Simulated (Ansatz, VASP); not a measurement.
# MgS: VASP beside Ansatz

INCAR

```
PREC = Accurate ; ENCUT = 520
EDIFF = 1E-7 ; ISMEAR = -1
SIGMA = 0.02 ; LREAL = F
LASPH = T ; NELM = 60
ALGO = Normal ; ISIF = 2
LWAVE = F ; LCHARG = T
GGA = PE ; LELF = T
LVHAR = T ; NBANDS = 11
```

The input KPOINTS:

```
regular mesh
0
Gamma
  8 8 8
```

File POSCAR:

```
MgS
1.0
   -0.0145790050      2.8308747665      2.8308747665
    2.8308747665     -0.0145790050      2.8308747665
    2.8162957614      2.8162957614      0.0000000000
Mg S
1 1
Direct
    0.0009471395      0.0009471395     -0.0009471395
    0.7490528605      0.7490528605      0.7509471395
```

Input for Ansatz:

```yaml
crystal:
  lattice:
    - [-0.014579005, 2.8308747665, 2.8308747665]
    - [2.8308747665, -0.014579005, 2.8308747665]
    - [2.8162957614, 2.8162957614, 0.0]
  atoms:
    - { symbol: Mg, position: [0.0009471395, 0.0009471395, -0.0009471395] }
    - { symbol: S, position: [0.7490528605, 0.7490528605, 0.7509471395] }
kpoints:
  mp_grid: { grid: [8, 8, 8] }
  band_path:
    path:
      - [0.0, 0.0, 0.0]
      - [-0.5, -0.5, 0.0]
      - [-0.375, -0.375, 0.25]
      - [-0.375, 0.0, 0.375]
      - [0.0, 0.0, 0.5]
      - [-0.5, -0.25, 0.25]
    npoints: 1
hamiltonian:
  xc: pbe
scf:
  occupations: { method: fermi_dirac, width: 0.02 }
  n_extra_bands: 4
output:
  forces: true
  stress: true
  eigenvalues: true
```

Change from the starting cell: shear_xy strain -1.0%.

Alike in both runs: task single point; functional PBE; k mesh 8 × 8 × 8; occupations fermi-dirac, width 0.02 eV; no spin polarisation.

|  | VASP | Ansatz |
| --- | --- | --- |
| version | VASP 6.6.1 | Ansatz 0.2.0 |
| potentials or method | VASP PAW PBE potentials, release 64 (Mg, S) | plane waves, PAW |
| plane-wave cutoff (eV) | 520 | 420 |
| valence electrons in the cell | 8 | 16 |

```csv
,VASP,Ansatz,Ansatz less VASP
gap on the k mesh at the Fermi level (eV),3.43,3.44,+0.008
pressure (GPa),0.9,1.1,+0.15
"traceless stress, the component that is largest in VASP (GPa)",0.32,0.31,-0.002
```

VASP's potentials hold 8 valence electrons a cell and Ansatz's 16, so a difference there can come from the potentials and not from the codes.
